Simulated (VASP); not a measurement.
# HfB2 in VASP: further runs, part 2 of 2

VASP 6.6.1. The steps go on from the part before.

### 5 Single point, PBEsol, non-collinear spin, zero start, spin-orbit coupling

Contents of INCAR:

```
SYSTEM = HfB2
PREC = Accurate
ENCUT = 520
EDIFF = 1E-7
ISMEAR = -1
SIGMA = 0.05
LREAL = .FALSE.
LASPH = .TRUE.
NELM = 150
ALGO = Normal
ISIF = 2
LWAVE = .FALSE.
LCHARG = .FALSE.
LNONCOLLINEAR = .TRUE.
MAGMOM = 0 0 0 0 0 0 0 0 0
LORBIT = 11
LSORBIT = .TRUE.
GGA_COMPAT = .FALSE.
LORBMOM = .TRUE.
LMAXMIX = 4
GGA = PS
NBANDS = 29
```

Contents of KPOINTS:

```
Automatic mesh
0
G
  10 10 8
  0 0 0
```

Contents of POSCAR:

```
HfB2
1.0
    3.1400000000      0.0000000000      0.0000000000
   -1.5700000000      2.7193197679      0.0000000000
    0.0000000000      0.0000000000      3.4800000000
Hf B
1 2
Direct
    0.0000000000      0.0000000000      0.0000000000
    0.6666666667      0.3333333333      0.5000000000
    0.3333333333      0.6666666667      0.5000000000
```

Potentials or basis: VASP PAW PBE potentials, release 64 (Hf_pv, B).

Command:

```console
cat potpaw_PBE.64/Hf_pv/POTCAR potpaw_PBE.64/B/POTCAR > POTCAR
mpirun -np 1 vasp_ncl > vasp.out
```

OUTCAR:

```text
SYSTEM = HfB2
   PREC = Accurate
   ENCUT = 520
   EDIFF = 1E-7
   ISMEAR = -1
   LREAL = .FALSE.
   LASPH = .TRUE.
   NELM = 150
   ISIF = 2
   LNONCOLLINEAR = .TRUE.
   LORBIT = 11
   LSORBIT = .TRUE.
   GGA = PS

 ion  position               nearest neighbor table
   1  0.000  0.000  0.000-   2 2.51   3 2.51   2 2.51   3 2.51   2 2.51   2 2.51   3 2.51   3 2.51
                             2 2.51   2 2.51   3 2.51   3 2.51
   2  0.667  0.333  0.500-   3 1.81   3 1.81   3 1.81   1 2.51   1 2.51   1 2.51   1 2.51   1 2.51
                             1 2.51
   3  0.333  0.667  0.500-   2 1.81   2 1.81   2 1.81   1 2.51   1 2.51   1 2.51   1 2.51   1 2.51
                             1 2.51

  LATTYP: Found a hexagonal cell.
 ALAT       =     3.1400000000
 C/A-ratio  =     1.1082802548

  Lattice vectors:

 A1 = (   3.1400000000,   0.0000000000,   0.0000000000)
 A2 = (  -1.5700000000,   2.7193197679,   0.0000000000)
 A3 = (   0.0000000000,   0.0000000000,   3.4800000000)

Analysis of symmetry for initial positions (statically):
=====================================================================
 Subroutine PRICEL returns:
 Original cell was already a primitive cell.

 Routine SETGRP: Setting up the symmetry group for a
 hexagonal supercell.

 Subroutine GETGRP returns: Found 24 space group operations
 (whereof 24 operations were pure point group operations)
 out of a pool of 24 trial point group operations.

The static configuration has the point symmetry D_6h.

Analysis of symmetry for dynamics (positions and initial velocities):
=====================================================================
 Subroutine PRICEL returns:
 Original cell was already a primitive cell.

 Routine SETGRP: Setting up the symmetry group for a
 hexagonal supercell.

 Subroutine GETGRP returns: Found 24 space group operations
 (whereof 24 operations were pure point group operations)
 out of a pool of 24 trial point group operations.

The dynamic configuration has the point symmetry D_6h.

Analysis of structural, dynamic, and magnetic symmetry:
[... 962 lines left out ...]
            0.000   0.000   0.000

 orbital moment (y)

 # of ion     p       d       tot
 ----------------------------------------
  1        -0.000  -0.000  -0.000
  2         0.000   0.000   0.000
  3         0.000   0.000   0.000
 ----------------------------------------
           -0.000  -0.000  -0.000

 orbital moment (z)

 # of ion     p       d       tot
 ----------------------------------------
  1         0.000   0.000   0.000
  2         0.000   0.000   0.000
  3         0.000   0.000   0.000
 ----------------------------------------
            0.000   0.000   0.000

 Spin-Orbit-Coupling matrix elements

 Ion:    1  E_soc:     -1.3206125
 l=   1
     0.0000000    -0.2118021    -0.2124662
    -0.2118021     0.0000000    -0.2118021
    -0.2124662    -0.2118021     0.0000000
 l=   2
     0.0000000    -0.0015901     0.0000000    -0.0015901    -0.0076456
    -0.0015901     0.0000000    -0.0044495    -0.0013311    -0.0015901
     0.0000000    -0.0044495     0.0000000    -0.0044495     0.0000000
    -0.0015901    -0.0013311    -0.0044495     0.0000000    -0.0015901
    -0.0076456    -0.0015901     0.0000000    -0.0015901     0.0000000
 l=   3
     0.0000000     0.0000000     0.0000000     0.0000000     0.0000000     0.0000000     0.0000000
     0.0000000     0.0000000     0.0000000     0.0000000     0.0000000     0.0000000     0.0000000
     0.0000000     0.0000000     0.0000000     0.0000000     0.0000000     0.0000000     0.0000000
     0.0000000     0.0000000     0.0000000     0.0000000     0.0000000     0.0000000     0.0000000
[... 29 lines left out ...]
 l=   2
     0.0000000     0.0000000     0.0000000     0.0000000     0.0000000
     0.0000000     0.0000000     0.0000000     0.0000000     0.0000000
     0.0000000     0.0000000     0.0000000     0.0000000     0.0000000
     0.0000000     0.0000000     0.0000000     0.0000000     0.0000000
     0.0000000     0.0000000     0.0000000     0.0000000     0.0000000
 l=   3
     0.0000000     0.0000000     0.0000000     0.0000000     0.0000000     0.0000000     0.0000000
     0.0000000     0.0000000     0.0000000     0.0000000     0.0000000     0.0000000     0.0000000
     0.0000000     0.0000000     0.0000000     0.0000000     0.0000000     0.0000000     0.0000000
     0.0000000     0.0000000     0.0000000     0.0000000     0.0000000     0.0000000     0.0000000
     0.0000000     0.0000000     0.0000000     0.0000000     0.0000000     0.0000000     0.0000000
     0.0000000     0.0000000     0.0000000     0.0000000     0.0000000     0.0000000     0.0000000
     0.0000000     0.0000000     0.0000000     0.0000000     0.0000000     0.0000000     0.0000000

 total charge

# of ion       s       p       d       tot
------------------------------------------
    1        0.300   6.641   1.858   8.799
    2        0.660   1.269   0.000   1.929
    3        0.660   1.269   0.000   1.929
--------------------------------------------------
tot          1.620   9.178   1.858  12.656

 magnetization (x)

# of ion       s       p       d       tot
------------------------------------------
    1        0.000  -0.000   0.000  -0.000
    2        0.000   0.000   0.000   0.000
    3        0.000   0.000   0.000   0.000
--------------------------------------------------
tot          0.000   0.000   0.000   0.000

 magnetization (y)

# of ion       s       p       d       tot
------------------------------------------
    1        0.000   0.000   0.000   0.000
    2        0.000   0.000   0.000   0.000
    3        0.000  -0.000   0.000  -0.000
--------------------------------------------------
tot          0.000   0.000   0.000   0.000

 magnetization (z)

# of ion       s       p       d       tot
------------------------------------------
    1        0.000   0.000   0.000   0.000
    2        0.000   0.000   0.000   0.000
    3        0.000   0.000   0.000   0.000
--------------------------------------------------
tot          0.000   0.000   0.000   0.000
```

stdout:

```text
POSCAR found type information on POSCAR HfB
 POSCAR found :  2 types and       3 ions
 scaLAPACK will be used
 -----------------------------------------------------------------------------
|                                                                             |
|                                                                             |
|     You enforced a specific xc type in the INCAR file but a different       |
|     I HOPE YOU KNOW WHAT YOU ARE DOING!                                     |
|                                                                             |
 -----------------------------------------------------------------------------

 LDA part: xc-table for (Slater+PW92), standard interpolation
 POSCAR, INCAR and KPOINTS ok, starting setup
 FFT: planning ... GRIDC
 FFT: planning ... GRID_SOFT
 FFT: planning ... GRID
 WAVECAR not read
 entering main loop
```

Wall time 3.7 min (1 thread of Intel Xeon 8259CL, shared host); peak memory 0.27 GiB.

What came out:

| Property | Result |
| --- | --- |
| Free energy | -28.5230 eV |
| Pressure | -4.4 GPa |
| Net moment | 0.00 μB per cell |
| Valence electrons inside the program's atomic spheres | Hf 8.80; B 1.93 |

Moments on the atoms (μB; x, y, z):
```
Hf  0.00 0.00 0.00
B   0.00 0.00 0.00
B   0.00 0.00 0.00
```

Caveat: the cell stands under tension; the PAW data sets were made with another functional, which shifts forces and pressure a little.

### 6 Overview

| level | spin | cell | k mesh | grid for exact exchange (PRECFOCK) | share of exact exchange | screening parameter | gap on the mesh (eV) | pressure (GPa) |
| --- | --- | --- | --- | --- | --- | --- | --- | --- |
| PBEsol | off | as given, atomic positions A | 10 × 10 × 8 | - | - | - | none | -3.6 |
| PBE-based screened hybrid with 25 % exact exchange | off | as given, atomic positions B | 5 × 5 × 4 | Normal | 0.25 | 0.3 1/Å | none | -2.7 |
| PBEsol-based screened hybrid with 25 % exact exchange | off | as given, atomic positions B | 5 × 5 × 4 | Normal | 0.25 | 0.207 1/Å | none | -6.9 |
| PBEsol | non-collinear, zero start, SOC | as given, atomic positions B | 10 × 10 × 8 | - | - | - | - | -4.4 |

Alike in all rows: task single point; potentials or basis VASP PAW PBE potentials, release 64 (Hf_pv, B); cutoff (eV) 520; smearing fermi-dirac 0.05 eV.

Caveats: some runs use coarse meshes; the PAW data sets were made with another functional, which shifts forces and pressure a little; spin-orbit coupling is left out, which moves the levels of the heavy elements (at least some runs); the cell stands under tension (at least some runs).

Absolute energies hang on the potentials; compare differences alone.
